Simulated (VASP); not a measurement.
Here is a VASP 6.6.1 calculation.

INCAR

```
PREC = Accurate ; ENCUT = 520
EDIFF = 1E-6 ; ISMEAR = -1
SIGMA = 0.13605693000000002 ; LREAL = False
LASPH = True ; NELM = 80
ALGO = Normal ; ISIF = 2
LWAVE = False ; LCHARG = False
GGA = CA ; NBANDS = 10
```

File KPOINTS:

```
Automatic mesh
0
Gamma
  8 8 8
```

The input POSCAR:

```
Rb
1.0
    4.3903196271      0.0000000000      0.0000000000
    0.0000000000      4.3903196271      0.0000000000
    0.0000000000      0.0000000000      4.3903196271
Rb
1
Direct
    0.0000000000      0.0000000000      0.0000000000
```

Potentials or basis: VASP PAW LDA potentials, release 64 (Rb_sv).

The run is started by

```bash
$ cat potpaw_LDA.64/Rb_sv/POTCAR > POTCAR
$ mpirun -np 1 vasp_std > vasp.out
```

Task: What does it give for the pressure?

Result: 0.0 GPa.
